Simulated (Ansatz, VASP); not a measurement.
ZnS: VASP beside Ansatz

POSCAR

```
ZnS
1.0
    3.8079618786      0.0000000000      0.0000000000
   -1.9039809393      3.2977917235      0.0000000000
    0.0000000000      0.0000000000     18.6787437300
Zn S
6 6
Direct
    0.3333333333      0.6666666667      0.8332648200
    0.6666666667      0.3333333333      0.3332648200
    0.6666666667      0.3333333333      0.6668637300
    0.3333333333      0.6666666667      0.1668637300
    0.0000000000      0.0000000000      0.4999412100
    0.0000000000      0.0000000000      0.9999412100
    0.3333333333      0.6666666667      0.9581155900
    0.6666666667      0.3333333333      0.4581155900
    0.6666666667      0.3333333333      0.7917082100
    0.3333333333      0.6666666667      0.2917082100
    0.0000000000      0.0000000000      0.6251074300
    0.0000000000      0.0000000000      0.1251074300
```

File INCAR.step1:

```
SYSTEM = ZnS
PREC = Accurate
ENCUT = 520
ISMEAR = -1
SIGMA = 0.02
LREAL = .FALSE.
LASPH = .TRUE.
NELM = 80
NBANDS = 66
GGA = PE
ALGO = Normal
EDIFF = 1E-4
LWAVE = .TRUE.
LCHARG = .FALSE.
```

The input INCAR.step2:

```
SYSTEM = ZnS
PREC = Accurate
ENCUT = 520
EDIFF = 1E-8
ISMEAR = -1
SIGMA = 0.02
LREAL = .FALSE.
LASPH = .TRUE.
NELM = 80
ALGO = Normal
ISIF = 2
LWAVE = .FALSE.
LCHARG = .FALSE.
METAGGA = R2SCAN
LMIXTAU = .TRUE.
LEFG = .TRUE.
NBANDS = 66
ISTART = 1
```

File KPOINTS:

```
Automatic mesh
0
G
  8 8 2
  0 0 0
```

Input for Ansatz:

```yaml
crystal:
  lattice:
    - [3.8079618786, 0.0, 0.0]
    - [-1.9039809393, 3.2977917235, 0.0]
    - [0.0, 0.0, 18.67874373]
  atoms:
    - { symbol: Zn, position: [0.3333333333, 0.6666666667, 0.83326482] }
    - { symbol: Zn, position: [0.6666666667, 0.3333333333, 0.33326482] }
    - { symbol: Zn, position: [0.6666666667, 0.3333333333, 0.66686373] }
    - { symbol: Zn, position: [0.3333333333, 0.6666666667, 0.16686373] }
    - { symbol: Zn, position: [0.0, 0.0, 0.49994121] }
    - { symbol: Zn, position: [0.0, 0.0, 0.99994121] }
    - { symbol: S, position: [0.3333333333, 0.6666666667, 0.95811559] }
    - { symbol: S, position: [0.6666666667, 0.3333333333, 0.45811559] }
    - { symbol: S, position: [0.6666666667, 0.3333333333, 0.79170821] }
    - { symbol: S, position: [0.3333333333, 0.6666666667, 0.29170821] }
    - { symbol: S, position: [0.0, 0.0, 0.62510743] }
    - { symbol: S, position: [0.0, 0.0, 0.12510743] }
kpoints:
  mp_grid: { grid: [8, 8, 2] }
scf:
  occupations: { method: fermi_dirac, width: 0.02 }
hamiltonian:
  xc: r2scan
  pseudopotentials: { kind: paw }
output:
  forces: true
  stress: true
  populations: true
  efg:
    quadrupole_moments_barn: { Zn: 0.122, S: -0.0694 }
    contact_densities: true
```

Alike in both runs: task electric field gradients; functional r2SCAN; k mesh 8 × 8 × 2; occupations fermi-dirac, width 0.02 eV; no spin polarisation.

|  | VASP | Ansatz |
| --- | --- | --- |
| version | VASP 6.6.1 | Ansatz 0.2.0 |
| potentials or method | VASP PAW PBE potentials, release 64 (Zn, S) | plane-wave PAW, scalar-relativistic |
| plane-wave cutoff (eV) | 520 | 500 |
| valence electrons in the cell | 108 | 108 |

```csv
,VASP,Ansatz,Ansatz less VASP
gap on the k mesh at the Fermi level (eV),2.74,2.73,-0.010
pressure (GPa),0.1,0.1,-0.03
rms of the force components (eV/Å),0.002,0.003,+0.0013
size of Vzz on the site where it differs most (V/Å²),0.2,0.3,+0.10
```

VASP's potentials were made for PBE, not for r2SCAN. Atom by atom the forces differ by 0.005 eV/Å (rms over components).
